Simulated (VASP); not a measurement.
Wanted: the native input for a VASP 6.6.1 run.

| Quantity | Value |
| --- | --- |
| Task | relaxation of shape and atoms at fixed volume |
| Functional | PBEsol |
| Potentials or basis | VASP PAW PBE potentials, release 64 (Ir) |
| Cutoff | 600 eV |
| k mesh | 16 × 16 × 9 |
| Occupations | fermi-dirac, width 0.08 eV |
| Spin | no spin polarisation |
| Dipole correction | no |
| Further INCAR settings | ALGO = Normal; EDIFF = 1e-07; IBRION = 2; EDIFFG = -0.005; NSW = 50; ISIF = 4 |

The structure of Ir lies in POSCAR:

```
Ir
1.0
    2.4823374334      0.0000000000      0.0000000000
   -1.2411687167      2.1497672781      0.0000000000
    0.0000000000      0.0000000000      4.0226188070
Ir
2
Direct
    0.3333333333      0.6666666667      0.2500000000
    0.6666666667      0.3333333333      0.7500000000
```

This isn't the form of Ir at room conditions, which is fcc.

One way to write it, as run:

INCAR

```
SYSTEM = Ir
  PREC = Accurate
  ENCUT = 600
  EDIFF = 1E-7
  ISMEAR = -1
  SIGMA = 0.08
  LREAL = .FALSE.
  LASPH = .TRUE.
  NELM = 60
  ALGO = Normal
  ISIF = 4
  LWAVE = .FALSE.
  LCHARG = .FALSE.
  GGA = PS
  IBRION = 2
  NSW = 50
  EDIFFG = -0.005
```

KPOINTS

```
regular mesh
0
G
  16 16 9
  0 0 0
```

Potentials or basis: VASP PAW PBE potentials, release 64 (Ir).

Run with:

```bash
$ cat potpaw_PBE.64/Ir/POTCAR > POTCAR
$ mpirun -np 1 vasp_std > vasp.out
```

It gave:

```json
{"Energy gained by relaxing": "0.7 meV/atom", "Ionic steps": "3", "Pressure after relaxing": "211.8 GPa", "Band gap on the k mesh": "zero (bands 9 and 10 overlap by 5.15 eV)"}
```

Caveat: the PAW data sets were made with another functional, which shifts forces and pressure a little; spin-orbit coupling is left out, which moves the levels of the heavy elements.

Wall time 37 s on 1 thread of Intel(R) Xeon(R) 6975P-C (Granite Rapids), on a shared host, peak memory 0.18 GiB.
